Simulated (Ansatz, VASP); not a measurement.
## One calculation of Al, two programs

```
Al
1.0
     0.00000    2.05434    1.96326
     2.05434    0.00000    1.96326
     2.05434    2.05434    0.00000
Al
1
Direct
  0.00000 0.00000 0.00000
```

Change from the starting cell: strain +0.015 along x and y, -0.030 along z, atoms carried along.

Alike in both runs: task single point; functional PBEsol; dispersion D3(BJ); k mesh 20 × 20 × 20; occupations gaussian, width 0.15 eV; no spin polarisation.

|  | VASP | Ansatz |
| --- | --- | --- |
| version | VASP 6.6.1 | Ansatz 0.2.0 |
| potentials or method | VASP PAW PBE potentials, release 64 (Al), cutoff 520 eV | scalar-relativistic, plane waves, PAW |
| valence electrons in the cell | 3 | 3 |

Ansatz gave:

| Item | Value |
| --- | --- |
| gap on the k mesh at the Fermi level (eV) | none |
| pressure (GPa) | -4.9 |
| traceless stress, the component that is largest in VASP (GPa) | 1.42 |

Estimate VASP's values.

gap on the k mesh at the Fermi level (eV): none; pressure (GPa): -4.8; traceless stress, the component that is largest in VASP (GPa): 1.43.

VASP's potentials were made for PBE, not for PBEsol. A gap of «none» marks a metal or a gap that the smearing closes.
